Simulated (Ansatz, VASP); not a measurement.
# Ge2Sb2Te5: VASP beside Ansatz

```
CELL_PARAMETERS angstrom
4.17518 0.00000 0.00000
-2.08759 3.61581 0.00000
0.00000 0.00000 16.90663
ATOMIC_POSITIONS crystal
Ge 0.00000 0.00000 0.33903
Ge 0.00000 0.00000 0.66097
Sb 0.33333 0.66667 0.11729
Sb 0.66667 0.33333 0.88271
Te 0.00000 0.00000 0.00000
Te 0.33333 0.66667 0.77965
Te 0.66667 0.33333 0.22035
Te 0.33333 0.66667 0.42204
Te 0.66667 0.33333 0.57796
```

Alike in both runs: functional LDA; k mesh 12 × 12 × 2; occupations gaussian, width 0.1 eV; no spin polarisation.

Ansatz relaxed the structure, and its values are those at the end. VASP's run is a single point on that final structure, the one shown.

```csv
,VASP,Ansatz
version,VASP 6.6.1,Ansatz 0.2.0
potentials or method,"VASP PAW LDA potentials, release 64 (Ge_d, Sb, Te), cutoff 520 eV","scalar-relativistic, plane waves, PAW"
valence electrons in the cell,68,138
```

|  | VASP | Ansatz | Ansatz less VASP |
| --- | --- | --- | --- |
| gap on the k mesh at the Fermi level (eV) | none | none | - |
| pressure (GPa) | 0.2 | 0.0 | -0.24 |
| rms of the force components (eV/Å) | 0.017 | 0.001 | -0.0163 |

LDA's correlation is that of Perdew and Zunger in VASP and of Perdew and Wang (1992) in Ansatz. A gap of «none» marks a metal or a gap that the smearing closes. VASP's potentials hold 68 valence electrons a cell and Ansatz's 138, so a difference there can come from the potentials and not from the codes.

Neither program's run includes spin-orbit coupling.
